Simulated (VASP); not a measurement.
MoS, 4 atoms in the cell. Symmetry: Pm-3m, No. 221, cubic system. The conventional cell has a = 3.006 Å, b = 3.006 Å, c = 3.006 Å, α = 90.00°, β = 90.00°, γ = 90.00°. Within 3.4 Å of Mo (site symmetry m-3m) lie 8 S at 2.60 Å and 6 Mo at 3.01 Å. S (site symmetry m-3m) has 8 Mo at 2.60 Å and 6 S at 3.01 Å within 3.4 Å. 

- Program: VASP 6.6.1
- Task: single point
- Functional: PBE
- Potentials or basis: VASP PAW PBE potentials, release 64 (Mo_sv, S)
- Cutoff: 520 eV
- k mesh: 14 × 14 × 7
- Occupations: gaussian, width 0.1 eV
- Spin: collinear spin
- Starting moments: [2.0, -2.0, 0.0, 0.0] μB
- Dipole correction: no
- Further INCAR settings: ALGO = Normal; EDIFF = 1e-07; NBANDS = 32

Potentials or basis: VASP PAW PBE potentials, release 64 (Mo_sv, S).

The run is started by

```console
$ cat potpaw_PBE.64/Mo_sv/POTCAR potpaw_PBE.64/S/POTCAR > POTCAR
$ mpirun -np 1 vasp_std > vasp.out
```

Hardware: 1 thread of Intel(R) Xeon(R) Platinum 8488C (Sapphire Rapids), on a shared host.

Question: Estimate the wall time of this run.

Answer: It took 6.4 min on 1 thread of Intel(R) Xeon(R) Platinum 8488C (Sapphire Rapids), on a shared host, peak memory 0.43 GiB. Counts: scf iterations 15, k points 144.
